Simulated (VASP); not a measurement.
Ag, 2 atoms in the cell. Symmetry: P6_3/mmc, No. 194, hexagonal system. Conventional cell: a = 2.875 Å, b = 2.875 Å, c = 4.776 Å, α = 90.00°, β = 90.00°, γ = 120.00°. Ag (site symmetry -6m2) has 12 Ag at 2.87 to 2.91 Å within 3.8 Å. This isn't the form of Ag at room conditions, which is fcc. This cell differs from its parent crystal: biaxial strain in the a-b plane: -1.0 %.

| Item | Value |
| --- | --- |
| Program | VASP 6.6.1 |
| Task | single point |
| Functional | r2SCAN |
| Potentials or basis | VASP PAW PBE potentials, release 64 (Ag) |
| Cutoff | 520 eV |
| k mesh | 24 × 24 × 12 |
| Occupations | gaussian, width 0.1 eV |
| Spin | no spin polarisation |
| Dipole correction | no |
| Further INCAR settings | ALGO = Normal; EDIFF = 1e-06; NBANDS = 18 |

Potentials or basis: VASP PAW PBE potentials, release 64 (Ag).

Run with:

```console
$ cat potpaw_PBE.64/Ag/POTCAR > POTCAR
$ cp INCAR.step1 INCAR
$ mpirun -np 1 vasp_std > vasp.out
$ cp INCAR.step2 INCAR
$ mpirun -np 1 vasp_std > vasp.out
```

Hardware: 1 thread of Intel Xeon 8259CL, with other jobs on the host.

Question: How long does it take, and how much memory?

Answer: Wall time 15 min on 1 thread of Intel Xeon 8259CL, with other jobs on the host, peak memory 0.34 GiB. Counts: k points 427.
